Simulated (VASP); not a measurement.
Write the native input for VASP 6.6.1 that does the following.

```
Task                   : single point
Functional             : LDA
Potentials or basis    : VASP PAW LDA potentials, release 64 (Pb_d)
Cutoff                 : 520 eV
k mesh                 : 12 × 12 × 4
Occupations            : fermi-dirac, width 0.1 eV
Spin                   : no spin polarisation
Dipole correction      : no
Further INCAR settings : ALGO = Normal; EDIFF = 1e-06; NBANDS = 36
```

The structure of Pb lies in POSCAR:

```
Pb
1.0
    3.3090729815      0.0000000000      0.0000000000
   -1.6545364908      2.8657412649      0.0000000000
    0.0000000000      0.0000000000     10.7456048726
Pb
4
Direct
    1.0000000000      1.0000000000      0.0000000000
    1.0000000000      1.0000000000      0.5000000000
    0.3333333333      0.6666666667      0.2500000000
    0.6666666667      0.3333333333      0.7500000000
```

This isn't the form of Pb at room conditions, which is fcc.

One way to write it, as run:

INCAR

```
SYSTEM = Pb
PREC     = Accurate       ! precision mode
ENCUT    = 520            ! plane-wave cutoff, eV
EDIFF    = 1E-6           ! SCF threshold, eV
ISMEAR   = -1             ! smearing method
SIGMA    = 0.1            ! smearing width, eV
LREAL    = .FALSE.        ! projectors in reciprocal space
LASPH    = .TRUE.         ! aspherical terms in the spheres
NELM     = 100            ! most SCF steps
ALGO     = Normal         ! electronic algorithm
ISIF     = 2              ! what is computed and relaxed
LWAVE    = .FALSE.        ! write WAVECAR
LCHARG   = .TRUE.         ! write CHGCAR
GGA      = CA             ! functional
LELF     = .TRUE.         ! ELF
LVHAR    = .TRUE.       
NBANDS   = 36             ! bands
```

KPOINTS

```
Automatic mesh
0
G
  12 12 4
  0 0 0
```

Potentials or basis: VASP PAW LDA potentials, release 64 (Pb_d).

Command:

```console
$ cat potpaw_LDA.64/Pb_d/POTCAR > POTCAR
$ mpirun -np 1 vasp_std > vasp.out
```

It gave:

```
Pressure               : 9.5 GPa
Band gap on the k mesh : zero (bands 28 and 29 overlap by 9.13 eV)
```

Caveat: the cell stands under pressure; spin-orbit coupling is left out, which moves the levels of the heavy elements.

Run time: 4.9 min on 1 thread of Intel Xeon 8259CL (shared host), peak memory 0.29 GiB.
